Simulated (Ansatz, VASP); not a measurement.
**Ir in VASP and in Ansatz**

```
Ir
1.0
     1.36729    0.78940    9.19417
    -1.36729    0.78940    9.19417
     0.00000   -1.57881    9.19417
Ir
4
Direct
  0.04599 0.04599 0.04599
  0.95401 0.95401 0.95401
  0.20743 0.20743 0.20743
  0.79257 0.79257 0.79257
```

Alike in both runs: functional PBE; k mesh 9 × 9 × 9; occupations gaussian, width 0.1 eV; no spin polarisation.

Ansatz relaxed the structure, and its values are those at the end. VASP's run is a single point on that final structure, the one shown.

|  | VASP | Ansatz |
| --- | --- | --- |
| version | VASP 6.6.1 | Ansatz 0.2.0 |
| potentials or method | VASP PAW PBE potentials, release 64 (Ir), cutoff 520 eV | scalar-relativistic, plane waves, PAW |
| valence electrons in the cell | 36 | 68 |

```csv
,VASP,Ansatz,Ansatz less VASP
gap on the k mesh at the Fermi level (eV),none,none,-
pressure (GPa),0.5,0.0,-0.42
rms of the force components (eV/Å),0.011,0.000,-0.0110
```

A gap of «none» marks a metal or a gap that the smearing closes. VASP's potentials hold 36 valence electrons a cell and Ansatz's 68, so a difference there can come from the potentials and not from the codes.

Neither program's run includes spin-orbit coupling.
